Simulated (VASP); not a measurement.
Ti, 3 atoms in the cell. It takes space group Amm2 (No. 38, orthorhombic). Conventional cell: a = 2.832 Å, b = 7.931 Å, c = 4.579 Å, α = 90.00°, β = 90.00°, γ = 90.00°. Ti (site symmetry mm2) has 14 Ti at 2.75 to 3.27 Å within 3.6 Å. Within 3.5 Å of Ti (site symmetry m) lie 11 Ti at 2.64 to 3.27 Å.  This cell differs from its parent crystal: atoms displaced along a vibrational mode.

```yaml
Program: VASP 6.6.1
Task: single point
Functional: PBE
Potentials_or_basis: VASP PAW PBE potentials, release 64 (Ti_sv)
Cutoff: 500 eV
k_mesh: 12 × 12 × 14
Occupations: gaussian, width 0.15 eV
Spin: no spin polarisation
Dipole_correction: no
Further_INCAR_settings: ALGO = Normal; EDIFF = 1e-06; NBANDS = 25
```

Potentials or basis: VASP PAW PBE potentials, release 64 (Ti_sv).

The run is started by

```console
$ cat potpaw_PBE.64/Ti_sv/POTCAR > POTCAR
$ mpirun -np 1 vasp_std > vasp.out
```

Hardware: 1 thread of Intel(R) Xeon(R) Platinum 8488C (Sapphire Rapids) (shared host).

Problem. How long does it take, and how much memory?

Solution. Run time: 5.3 min on 1 thread of Intel(R) Xeon(R) Platinum 8488C (Sapphire Rapids), with other jobs on the host, peak memory 0.41 GiB. Counts: scf iterations 15, k points 344.
